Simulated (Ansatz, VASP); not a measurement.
One calculation of Be2Sn2Te, two programs

```
Be Sn Te
1.0
     3.90050    0.00000    0.00000
    -1.95025    3.37794    0.00000
     0.00000    0.00000    8.25246
Be Sn Te
2 2 1
Direct
  0.33333 0.66667 0.56065
  0.66667 0.33333 0.43935
  0.33333 0.66667 0.26301
  0.66667 0.33333 0.73699
  0.00000 0.00000 0.00000
```

Alike in both runs: functional PBE; k mesh 6 × 6 × 2; occupations gaussian, width 0.1 eV; no spin polarisation.

Ansatz relaxed the structure, and its values are those at the end. VASP's run is a single point on that final structure, the one shown.

```csv
,VASP,Ansatz
version,VASP 6.6.1,Ansatz 0.2.0
potentials or method,"VASP PAW PBE potentials, release 64 (Be, Sn_d, Te), cutoff 600 eV","scalar-relativistic, plane waves, PAW"
valence electrons in the cell,38,48
```

|  | VASP | Ansatz | Ansatz less VASP |
| --- | --- | --- | --- |
| gap on the k mesh at the Fermi level (eV) | none | none | - |
| pressure (GPa) | -0.2 | -0.2 | +0.02 |
| rms of the force components (eV/Å) | 0.004 | 0.004 | +0.0005 |

A gap of «none» marks a metal or a gap that the smearing closes. VASP's potentials hold 38 valence electrons a cell and Ansatz's 48, so a difference there can come from the potentials and not from the codes.

The k mesh is coarse, so the values compare programs but aren't converged. Spin-orbit coupling is off throughout.
